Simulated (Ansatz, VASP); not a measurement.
## One calculation of CdF2, two programs

The input INCAR:

```
ALGO = Normal
EDIFF = 1E-6
ENCUT = 520
GGA = CA
ISIF = 2
ISMEAR = -1
LASPH = True
LCHARG = False
LREAL = False
LWAVE = False
NBANDS = 20
NELM = 60
PREC = Accurate
SIGMA = 0.02
```

File KPOINTS:

```
k-points
0
Gamma
  8 8 8
```

Contents of POSCAR:

```
CdF2
1.0
   -0.0269400000      2.6805300000      2.6805300000
    2.6805300000     -0.0269400000      2.6805300000
    2.6805300000      2.6805300000     -0.0269400000
Cd F
1 2
Direct
    0.0000000000      0.0000000000      0.0000000000
    0.2500000000      0.2500000000      0.2500000000
    0.7500000000      0.7500000000      0.7500000000
```

Input for Ansatz:

```yaml
crystal:
  lattice:
    - [-0.02694, 2.68053, 2.68053]
    - [2.68053, -0.02694, 2.68053]
    - [2.68053, 2.68053, -0.02694]
  atoms:
    - { symbol: Cd, position: [0.0, 0.0, 0.0] }
    - { symbol: F, position: [0.25, 0.25, 0.25] }
    - { symbol: F, position: [0.75, 0.75, 0.75] }
kpoints:
  mp_grid: { grid: [8, 8, 8] }
  band_path:
    path:
      - [0.0, 0.0, 0.0]
      - [0.5, 0.5, 0.5]
      - [0.2525443832, 0.5, 0.7474556168]
      - [-0.2525443832, 0.2525443832, 0.5]
      - [0.0, 0.0, 0.5]
      - [0.0, 0.0, 0.0]
      - [-0.3762721916, 0.0, 0.3762721916]
      - [0.0, 0.3762721916, 0.6237278084]
      - [0.0, 0.5, 0.5]
    npoints: 5
scf:
  occupations: { method: fermi_dirac, width: 0.02 }
hamiltonian:
  xc: lda
  pseudopotentials: { kind: all_electron, lapw: { basis_error: 0.001 } }
output:
  forces: true
  stress: true
  eigenvalues: true
```

Change from the starting cell: equal xy, yz and zx shear strains of -1 %.

Alike in both runs: task single point; functional LDA; k mesh 8 × 8 × 8; occupations fermi-dirac, width 0.02 eV; no spin polarisation.

```csv
,VASP,Ansatz
version,VASP 6.6.1,Ansatz 0.2.0
potentials or method,"VASP PAW LDA potentials, release 64 (Cd, F), cutoff 520 eV","all-electron LAPW, scalar-relativistic"
```

```tsv
	VASP	Ansatz	Ansatz less VASP
gap on the k mesh at the Fermi level (eV)	2.80	2.80	-0.001
pressure (GPa)	-4.7	-5.6	-0.95
traceless stress, the component that is largest in VASP (GPa)	0.26	0.22	-0.047
rms of the force components (eV/Å)	0.014	0.010	-0.0039
```

LDA's correlation is that of Perdew and Zunger in VASP and of Perdew and Wang (1992) in Ansatz. Atom by atom the forces differ by 0.004 eV/Å (rms over components). Ansatz ran all-electron here, and VASP with PAW potentials.
